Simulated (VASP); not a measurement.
# Li (R-3m) in VASP: a series of runs, part 2 of 2

VASP 6.6.1. The steps go on from the part before.

**3. Relaxation of cell and atoms, LDA, target pressure 10 GPa, at which the enthalpy is minimised**

Input file INCAR:

```
SYSTEM = Li
  PREC = Accurate
  ENCUT = 600
  EDIFF = 1E-7
  ISMEAR = -1
  SIGMA = 0.1
  LREAL = .FALSE.
  LASPH = .TRUE.
  NELM = 80
  ALGO = Normal
  ISIF = 3
  LWAVE = .FALSE.
  LCHARG = .FALSE.
  GGA = CA
  IBRION = 2
  NSW = 100
  EDIFFG = -0.05
  PSTRESS = 100.0
```

Input file KPOINTS:

```
regular mesh
0
G
  10 10 10
  0 0 0
```

Input file POSCAR:

```
Li
1.0
    1.5505000000      0.8951820000      7.5883000000
   -1.5505000000      0.8951820000      7.5883000000
    0.0000000000     -1.7903630000      7.5883000000
Li
3
Direct
    0.0000000000      0.0000000000      0.0000000000
    0.2220000000      0.2220000000      0.2220000000
    0.7780000000      0.7780000000      0.7780000000
```

Potentials or basis: VASP PAW LDA potentials, release 64 (Li_sv).

Run with:

```sh
$ cat potpaw_LDA.64/Li_sv/POTCAR > POTCAR
$ mpirun -np 1 vasp_std > vasp.out
```

OUTCAR:

```text
SYSTEM = Li
   PREC = Accurate
   ENCUT = 600
   EDIFF = 1E-7
   ISMEAR = -1
   LREAL = .FALSE.
   LASPH = .TRUE.
   NELM = 80
   ISIF = 3
   GGA = CA
   IBRION = 2
   NSW = 100
   EDIFFG = -0.05
   PSTRESS = 100.0

 ion  position               nearest neighbor table
   1  0.000  0.000  0.000-
   2  0.222  0.222  0.222-
   3  0.778  0.778  0.778-

  LATTYP: Found a trigonal (rhomboedric) cell.
 ALAT       =     7.7966465838
 COS(alpha) =     0.9209033848

  Lattice vectors:

 A1 = (   1.5505000000,   0.8951820000,   7.5883000000)
 A2 = (  -1.5505000000,   0.8951820000,   7.5883000000)
 A3 = (   0.0000000000,  -1.7903630000,   7.5883000000)

Analysis of symmetry for initial positions (statically):
=====================================================================
 Subroutine PRICEL returns:
 Original cell was already a primitive cell.

 Routine SETGRP: Setting up the symmetry group for a
 trigonal (rhombohedral) supercell.

 Subroutine GETGRP returns: Found 12 space group operations
 (whereof 12 operations were pure point group operations)
 out of a pool of 12 trial point group operations.

The static configuration has the point symmetry D_3d.

Analysis of symmetry for dynamics (positions and initial velocities):
=====================================================================
 Subroutine PRICEL returns:
 Original cell was already a primitive cell.

 Routine SETGRP: Setting up the symmetry group for a
 trigonal (rhombohedral) supercell.

 Subroutine GETGRP returns: Found 12 space group operations
 (whereof 12 operations were pure point group operations)
 out of a pool of 12 trial point group operations.

The dynamic configuration has the point symmetry D_3d.

 Subroutine INISYM returns: Found 12 space group operations
 (whereof 12 operations are pure point group operations),
 and found     1 'primitive' translations

----------------------------------------------------------------------------------------

                                     Primitive cell

  volume of cell :      63.1944

  direct lattice vectors                    reciprocal lattice vectors
     1.550500000  0.895182000  7.588300000     0.322476620  0.186181948  0.043927266
    -1.550500000  0.895182000  7.588300000    -0.322476620  0.186181948  0.043927266
     0.000000000 -1.790363000  7.588300000     0.000000000 -0.372363896  0.043927290

  length of vectors
     7.796646584  7.796646584  7.796646495     0.374945987  0.374945987  0.374945967

  position of ions in fractional coordinates (direct lattice)
     0.000000000  0.000000000  0.000000000
     0.222000000  0.222000000  0.222000000
     0.778000000  0.778000000  0.778000000

  ion indices of the primitive-cell ions
   primitive index   ion index
                 1           1
                 2           2
                 3           3

----------------------------------------------------------------------------------------

 KPOINTS: regular mesh

Automatic generation of k-mesh.
 Grid dimensions read from file:
 generate k-points for:   10   10   10

 Generating k-lattice:

  Cartesian coordinates                     Fractional coordinates (reciprocal lattice)
     0.032247662  0.018618195  0.004392727     0.100000000  0.000000000 -0.000000000
    -0.032247662  0.018618195  0.004392727     0.000000000  0.100000000 -0.000000000
     0.000000000 -0.037236390  0.004392729    -0.000000000 -0.000000000  0.100000000

  Length of vectors
     0.037494599  0.037494599  0.037494597

  Shift w.r.t. Gamma in fractional coordinates (k-lattice)
     0.000000000  0.000000000  0.000000000

 Subroutine IBZKPT returns following result:
 ===========================================

 Found    116 irreducible k-points:

 Following reciprocal coordinates:
            Coordinates               Weight
  0.000000  0.000000  0.000000      1.000000
  0.100000  0.000000 -0.000000      6.000000
  0.200000  0.000000 -0.000000      6.000000
  0.300000 -0.000000 -0.000000      6.000000
  0.400000  0.000000 -0.000000      6.000000
  0.500000  0.000000 -0.000000      3.000000
[... 16 lines left out ...]
  0.300000  0.300000 -0.000000      6.000000
  0.400000  0.300000  0.000000     12.000000
 [... further k-points ...]
   k-points           NKPTS =    116   k-points in BZ     NKDIM =    116   number of bands    NBANDS=      8
   number of dos      NEDOS =    301   number of ions     NIONS =      3
   total plane-waves  NPLWV = 262144
   dimension x,y,z NGX =    64 NGY =   64 NGZ =   64
   dimension x,y,z NGXF=   128 NGYF=  128 NGZF=  128
   ions per type =               3
   NGX,Y,Z   is equivalent  to a cutoff of  13.65, 13.65, 13.65 a.u.
   NGXF,Y,Z  is equivalent  to a cutoff of  27.29, 27.29, 27.29 a.u.
 SYSTEM =  Li
   PREC   = accura    normal or accurate (medium, high low for compatibility)
   ISTART =      0    job   : 0-new  1-cont  2-samecut
   ICHARG =      2    charge: 1-file 2-atom 10-const
   ISPIN  =      1    spin polarized calculation?
   LNONCOLLINEAR =      F non collinear calculations
   LSORBIT =      F    spin-orbit coupling
   LASPH  =      T    aspherical Exc in radial PAW
   ENCUT  =  600.0 eV  44.10 Ry    6.64 a.u.  15.57 15.57 15.57*2*pi/ulx,y,z
   NELM   =     80;   NELMIN=  2; NELMDL= -5     # of ELM steps
   EDIFF  = 0.1E-06   stopping-criterion for ELM
   LREAL  =      F    real-space projection
   EDIFFG = -.5E-01   stopping-criterion for IOM
   NSW    =    100    number of steps for IOM
   IBRION =      2    ionic relax: 0-MD 1-quasi-New 2-CG
   NFREE  =      1    steps in history (QN), initial steepest desc. (CG)
   ISIF   =      3    stress and relaxation
   ISYM   =      2    0-nonsym 1-usesym 2-fastsym
   POTIM  = 0.5000    time-step for ionic-motion
   TEBEG  =    0.0;   TEEND  =   0.0 temperature during run
   PSTRESS=  100.0 pullay stress
   NELECT =       9.0000    total number of electrons
   NUPDOWN=      -1.0000    fix difference up-down
   EMIN   =  10.00;   EMAX   =-10.00  energy-range for DOS
   EFERMI =   0.00;   METHOD = LEGACY
   ISMEAR =    -1;   SIGMA  =   0.10  broadening in eV -4-tet -1-fermi 0-gaus
   EFERMI_NEDOS =   21; number of points for ismear=-14 and -15
   IALGO  =     38    algorithm
   IMIX   =      4    mixing-type and parameters
     AMIX     =   0.40;   BMIX     =  1.00
     AMIX_MAG =   1.60;   BMIX_MAG =  1.00
  volume/ion in A,a.u.               =      21.06       142.15
  Fermi-wavevector in a.u.,A,eV,Ry     =   0.854928  1.615579  9.944519  0.730902
  Thomas-Fermi vector in A             =   1.971599
   LORBIT       =      0    0 simple, 1 ext, 2 COOP (PROOUT), +10 PAW based schemes
   GGA     = CA    functional components
   LHFCALC =     F    Hartree Fock is set to
   AEXX    =    0.0000 exact exchange contribution
   IVDW    =     0    specifies the selected vdW correction
   LEPSILON=     F    determine dielectric tensor
   LRPA    =     F    only Hartree local field effects (RPA)
 conjugate gradient relaxation of ions
 non-spin polarized calculation
  energy-cutoff  :      600.00
  volume of cell :       63.19
 maximum number of plane-waves:      2136
 NGX is ok and might be reduce to    64
   NGX = 31   NGY = 31   NGZ = 31

--------------------------------------- Ionic step        1  -------------------------------------------

 number of electron       8.9999999 magnetization

 Free energy of the ion-electron system (eV)
  ---------------------------------------------------
  ext. energy  EPLUGINS =         0.00000000
  ---------------------------------------------------
  free energy    TOTEN  =        -6.13642358 eV

  energy without entropy =       -6.08744623  energy(sigma->0) =       -6.11193491

------------------------ aborting loop because EDIFF is reached ----------------------------------------

  FORCE on cell =-STRESS in cart. coord.  units (eV):
  Direction    XX          YY          ZZ          XY          YZ          ZX
  --------------------------------------------------------------------------------------
  -------------------------------------------------------------------------------------
  Total       -0.5310334     -0.5310334     -0.6354027      0.0000000     -0.0000000     -0.0000000
  in kB      -13.4633673    -13.4633695    -16.1094580      0.0000000     -0.0000007     -0.0000000
  external PRESSURE =    -114.3453982 kB  Pullay stress =     100.0000000 kB
[... 26 lines left out ...]
--------------------------------------- Ionic step        2  -------------------------------------------

 number of electron       8.9999999 magnetization

 E-fermi :   1.1348     XC(G=0):  -7.6339

 val. band max:        1.1048547149   @ k =   0.4000   0.4000   0.3000
 cond. band min:       1.1675492532   @ k =  -0.2000  -0.3000   0.1000
 fundamental gap:      0.0626945382
 Fermi energy:         1.1347598985

 k-point     1 :       0.0000    0.0000    0.0000
  band No.  band energies     occupation
      1     -44.1547      2.00000
      2     -44.1254      2.00000
      3     -44.1187      2.00000
      4      -2.5457      2.00000
      5      -0.5064      2.00000
      6      -0.5042      2.00000
      7       7.7388      0.00000
      8       7.7679      0.00000
[... 330 lines left out ...]
--------------------------------------- Ionic step        4  -------------------------------------------

 number of electron       9.0000000 magnetization

 Free energy of the ion-electron system (eV)
  ---------------------------------------------------
  ext. energy  EPLUGINS =         0.00000000
  ---------------------------------------------------
  free energy    TOTEN  =        -5.74770023 eV

  energy without entropy =       -5.70598999  energy(sigma->0) =       -5.72684511

 E-fermi :   2.0625     XC(G=0):  -8.3591

 val. band max:        2.0535737101   @ k =  -0.2000   0.1000   0.1000
 cond. band min:       2.0654000428   @ k =   0.4000   0.1000   0.0000
 fundamental gap:      0.0118263327
 Fermi energy:         2.0624705907

 k-point     1 :       0.0000    0.0000    0.0000
  band No.  band energies     occupation
      1     -42.8912      2.00000
      2     -42.8162      2.00000
      3     -42.8082      2.00000
      4      -1.8216      2.00000
      5       0.3018      2.00000
      6       0.3079      2.00000
      7      10.1176      0.00000
      8      10.1481      0.00000
[... 287 lines left out ...]
  energy  without entropy=       -5.7059899889  energy(sigma->0) =       -5.72684511

  enthalpy is  TOTEN    =        -3.3078548546 eV   P V=        2.4398453729

 reached required accuracy - stopping structural energy minimisation
```

CONTCAR:

```text
Li
   1.00000000000000
     1.3228743289216649    0.7637621881502987    6.4482972712963278
    -1.3228743289216649    0.7637621881502987    6.4482972712963278
     0.0000000000000000   -1.5275235439522106    6.4482972737552302
  Li
     3
Direct
     1.0000000000000000    1.0000000000000000    1.0000000000000000
     0.2220380377314195    0.2220380377314195    0.2220380377312870
     0.7779619622685805    0.7779619622685805    0.7779619622687129

  0.00000000E+00  0.00000000E+00  0.00000000E+00
  0.00000000E+00  0.00000000E+00  0.00000000E+00
  0.00000000E+00  0.00000000E+00  0.00000000E+00
```

It took 11 min on 1 thread of Intel Xeon Platinum 8559C (Emerald Rapids), shared host; peak memory 0.42 GiB.

Results:

```
Free energy                                                : -5.7477 eV
Relaxed volume                                             : 13.03 Å³/atom
Relaxed cell                                               : a = 6.627 Å, b = 6.627 Å, c = 6.627 Å, α = 23.03°, β = 23.03°, γ = 23.03°
Space group after relaxing (to 0.1 Å)                      : R-3m (No. 166)
Energy change on relaxing (the run minimises the enthalpy) : +129.6 meV/atom
Ionic steps                                                : 4
Pressure after relaxing                                    : 10.5 GPa
Largest force after relaxing                               : 0.019 eV/Å
Band gap on the k mesh                                     : zero (an odd number of electrons rules out a gap without spin polarisation)
```

Forces on the atoms (eV/Å):
```
Li   0.000  0.000  0.000
Li   0.000  0.000  0.019
Li   0.000  0.000 -0.019
```

Stress tensor (GPa, compression positive):
```
10.59  0.00  0.00
 0.00 10.59  0.00
 0.00  0.00 10.22
```

The path:
```
step  energy change (eV)  largest force (eV/Å)  pressure (GPa)  volume (Å³)
   1              0.0000                0.0084           -1.43        63.19
   2             -0.0019                0.0128            1.99        50.42
   3              0.2020                0.0170            6.91        42.57
   4              0.3887                0.0194           10.47        39.09
```

Final structure:
```
Li
1.0
     1.32287    0.76376    6.44830
    -1.32287    0.76376    6.44830
     0.00000   -1.52752    6.44830
Li
3
Direct
  0.00000 0.00000 0.00000
  0.22204 0.22204 0.22204
  0.77796 0.77796 0.77796
```

Caveat: the cutoff is under 1.25 times the usual one of these potentials, so pressure, stress and relaxed cells hold a basis-set (Pulay) error; the cell is relaxed towards a set pressure, so the run minimises the enthalpy, not the energy; the volume moved by over 15 % at a fixed basis, so the end points are rough.

**4. Relaxation of cell and atoms, LDA, target pressure 20 GPa, at which the enthalpy is minimised**

Input file INCAR:

```
SYSTEM = Li
ALGO = Normal ; EDIFF = 1E-7
EDIFFG = -0.05 ; ENCUT = 600
IBRION = 2 ; ISIF = 3
ISMEAR = -1 ; LASPH = .True.
LCHARG = .False. ; LREAL = .False.
LWAVE = .False. ; NELM = 80
NSW = 100 ; PREC = Accurate
PSTRESS = 200.0 ; SIGMA = 0.1
```

Input file KPOINTS:

```
k-points
0
Gamma
  10 10 10
  0 0 0
```

POSCAR is that of step 3.

Run with:

```sh
$ cat potpaw_LDA.64/Li_sv/POTCAR > POTCAR
$ mpirun -np 1 vasp_std > vasp.out
```

Wall time 11 min (1 thread of Intel Xeon Platinum 8559C (Emerald Rapids), shared host); peak memory 0.42 GiB.

Results (log left out):

* Free energy: -5.1835 eV
* Relaxed volume: 11.01 Å³/atom
* Relaxed cell: a = 6.269 Å, b = 6.269 Å, c = 6.269 Å, α = 23.01°, β = 23.01°, γ = 23.01°
* Space group after relaxing (to 0.1 Å): R-3m (No. 166)
* Energy change on relaxing (the run minimises the enthalpy): +317.6 meV/atom
* Ionic steps: 4
* Pressure after relaxing: 20.3 GPa
* Largest force after relaxing: 0.029 eV/Å
* Band gap on the k mesh: zero (an odd number of electrons rules out a gap without spin polarisation)

Forces on the atoms (eV/Å):
```
Li   0.000  0.000  0.000
Li   0.000  0.000  0.029
Li   0.000  0.000 -0.029
```

Stress tensor (GPa, compression positive):
```
20.48  0.00  0.00
 0.00 20.48  0.00
 0.00  0.00 20.03
```

The path:
```
step  energy change (eV)  largest force (eV/Å)  pressure (GPa)  volume (Å³)
   1              0.0000                0.0084           -1.43        63.19
   2              0.2894                0.0197            8.62        40.77
   3              0.7192                0.0259           16.31        35.08
   4              0.9529                0.0291           20.33        33.03
```

Final structure:
```cif
data_structure
_symmetry_space_group_name_H-M 'P 1'
_symmetry_Int_Tables_number 1
_cell_length_a 6.2688
_cell_length_b 6.2688
_cell_length_c 6.2688
_cell_angle_alpha 23.007
_cell_angle_beta 23.007
_cell_angle_gamma 23.007
_cell_volume 33.03
loop_
_atom_site_label
_atom_site_type_symbol
_atom_site_fract_x
_atom_site_fract_y
_atom_site_fract_z
_atom_site_occupancy
Li1 Li 0.00000 0.00000 0.00000 1
Li2 Li 0.22203 0.22203 0.22203 1
Li3 Li 0.77797 0.77797 0.77797 1
```

Levels at points of the mesh, in eV from the Fermi level:
```tsv
k point	band 1	band 2	band 3	band 4	band 5	band 6	band 7	band 8
(0.00, 0.00, 0.00)	-44.82	-44.69	-44.68	-3.93	-1.83	-1.82	9.15	9.18
(0.50, 0.00, 0.00)	-44.64	-44.60	-44.59	-0.32	1.32	1.36	6.17	6.60
(0.50, 0.50, 0.00)	-44.63	-44.62	-44.58	0.16	0.19	1.97	5.92	6.75
(0.50, 0.50, 0.50)	-44.78	-44.77	-44.64	-3.40	-3.40	-0.32	5.80	15.96
```

Caveat: the cutoff is under 1.25 times the usual one of these potentials, so pressure, stress and relaxed cells hold a basis-set (Pulay) error; the cell is relaxed towards a set pressure, so the run minimises the enthalpy, not the energy; the volume moved by over 15 % at a fixed basis, so the end points are rough; the relaxation stopped at a loose force limit of 0.05 eV/Å, so its end isn't a converged minimum.

**5. The runs side by side**

| cell | gap on the mesh (eV) | pressure (GPa) | largest force (eV/Å) |
| --- | --- | --- | --- |
| relaxed to 5 GPa | none | 4.7 | 0.01 |
| relaxed to 10 GPa | none | 10.5 | 0.02 |
| relaxed to 20 GPa | none | 20.3 | 0.03 |

Alike in all rows: task relaxation of cell and atoms; level LDA; potentials or basis VASP PAW LDA potentials, release 64 (Li_sv); no spin polarisation; k mesh 10 × 10 × 10; cutoff (eV) 600; smearing fermi-dirac 0.1 eV.

Caveats: the cutoff is under 1.25 times the usual one of these potentials, so pressure, stress and relaxed cells hold a basis-set (Pulay) error; the cell is relaxed towards a set pressure, so the run minimises the enthalpy, not the energy; the volume moved by over 15 % at a fixed basis, so the end points are rough; the relaxation stopped at a loose force limit of 0.05 eV/Å, so its end isn't a converged minimum (at least some runs).

Absolute energies hang on the potentials; compare differences alone.
